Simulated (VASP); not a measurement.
Crystal: SnO2.

```
CELL_PARAMETERS angstrom
5.17526 0.00000 0.00000
0.00000 5.17526 0.00000
0.00000 0.00000 5.17526
ATOMIC_POSITIONS crystal
Sn 0.00000 0.00000 0.00000
Sn 0.50000 0.00000 0.50000
Sn 0.50000 0.50000 0.00000
Sn 0.00000 0.50000 0.50000
O 0.66110 0.83890 0.16110
O 0.83890 0.16110 0.66110
O 0.16110 0.66110 0.83890
O 0.33890 0.33890 0.33890
O 0.66110 0.66110 0.66110
O 0.83890 0.33890 0.16110
O 0.16110 0.83890 0.33890
O 0.33890 0.16110 0.83890
```

| Item | Value |
| --- | --- |
| Program | VASP 6.6.1 |
| Task | relaxation of cell and atoms |
| Functional | RPBE |
| Dispersion | D4 |
| Potentials or basis | VASP PAW PBE potentials, release 64 (Sn_d, O) |
| Cutoff | 600 eV |
| k mesh | 5 × 5 × 5 |
| Occupations | fermi-dirac, width 0.05 eV |
| Spin | no spin polarisation |

At the start: pressure -4.1 GPa; volume 11.55 Å³/atom.

Problem. Where does the relaxation end?

Solution. Over 8 steps the energy falls by 3.7 meV/atom and the volume is 11.30 Å³/atom (-2.2 %); space group Pa-3 (No. 205, to 0.1 Å) before and after.

The path:
| step | energy change (eV) | largest force (eV/Å) | pressure (GPa) | volume (Å³) |
| --- | --- | --- | --- | --- |
| 1 | 0.0000 | 0.0437 | -4.10 | 138.61 |
| 2 | -0.0006 | 0.0835 | 4.56 | 132.76 |
| 3 | -0.0396 | 0.0630 | 0.04 | 135.61 |
| 4 | -0.0396 | 0.0626 | -0.05 | 135.67 |
| 5 | -0.0409 | 0.0538 | -0.05 | 135.66 |
| 6 | -0.0437 | 0.0278 | -0.05 | 135.60 |
| 7 | -0.0440 | 0.0281 | -0.08 | 135.50 |
| 8 | -0.0447 | 0.0002 | -0.07 | 135.55 |

Final structure:
```cif
data_structure
_symmetry_space_group_name_H-M 'P 1'
_symmetry_Int_Tables_number 1
_cell_length_a 5.1369
_cell_length_b 5.1369
_cell_length_c 5.1369
_cell_angle_alpha 90.000
_cell_angle_beta 90.000
_cell_angle_gamma 90.000
_cell_volume 135.55
loop_
_atom_site_label
_atom_site_type_symbol
_atom_site_fract_x
_atom_site_fract_y
_atom_site_fract_z
_atom_site_occupancy
Sn1 Sn 0.00000 0.00000 0.00000 1
Sn2 Sn 0.50000 0.00000 0.50000 1
Sn3 Sn 0.50000 0.50000 0.00000 1
Sn4 Sn 0.00000 0.50000 0.50000 1
O1 O 0.65885 0.84115 0.15885 1
O2 O 0.84115 0.15885 0.65885 1
O3 O 0.15885 0.65885 0.84115 1
O4 O 0.34115 0.34115 0.34115 1
O5 O 0.65885 0.65885 0.65885 1
O6 O 0.84115 0.34115 0.15885 1
O7 O 0.15885 0.84115 0.34115 1
O8 O 0.34115 0.15885 0.84115 1
```

Caveat: the PAW data sets were made with another functional, which shifts forces and pressure a little.
